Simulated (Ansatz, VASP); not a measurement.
**HfN in VASP and in Ansatz**

INCAR

```
  PREC = Accurate
  ENCUT = 520
  EDIFF = 1E-8
  ISMEAR = -1
  SIGMA = 0.03
  LREAL = False
  LASPH = True
  NELM = 120
  ALGO = Normal
  ISIF = 2
  LWAVE = False
  LCHARG = False
  GGA = PE
  LEFG = True
  NBANDS = 14
  GGA_COMPAT = False
```

The input KPOINTS:

```
regular mesh
0
Gamma
  10 10 10
```

File POSCAR:

```
HfN
1.0
    0.0000000000      2.2739607009      2.2739607009
    2.2739607009      0.0000000000      2.2739607009
    2.2739607009      2.2739607009      0.0000000000
Hf N
1 1
Direct
    0.0000000000      0.0000000000      0.0000000000
    0.5000000000      0.5000000000      0.5000000000
```

Input for Ansatz:

```yaml
crystal:
  lattice:
    - [0.0, 2.2739607009, 2.2739607009]
    - [2.2739607009, 0.0, 2.2739607009]
    - [2.2739607009, 2.2739607009, 0.0]
  atoms:
    - { symbol: Hf, position: [0.0, 0.0, 0.0] }
    - { symbol: "N", position: [0.5, 0.5, 0.5] }
kpoints:
  mp_grid: { grid: [10, 10, 10] }
scf:
  occupations: { method: fermi_dirac, width: 0.03 }
hamiltonian:
  xc: pbe
  pseudopotentials: { kind: all_electron, datasets: crystal }
output:
  forces: true
  stress: true
  eigenvalues: true
  efg: { contact_densities: true }
```

Change from the starting cell: volume scaled by 1.02, crystal datasets.

Alike in both runs: task electric field gradients; functional PBE; k mesh 10 × 10 × 10; occupations fermi-dirac, width 0.03 eV; no spin polarisation.

```csv
,VASP,Ansatz
version,VASP 6.6.1,Ansatz 0.2.0
potentials or method,"VASP PAW PBE potentials, release 64 (Hf_pv, N), cutoff 520 eV","all-electron PAW with datasets made for the crystal, scalar-relativistic"
```

```tsv
	VASP	Ansatz	Ansatz less VASP
pressure (GPa)	-2.3	0.1	+2.38
```

Ansatz ran all-electron here, and VASP with PAW potentials.

Spin-orbit coupling is off throughout.
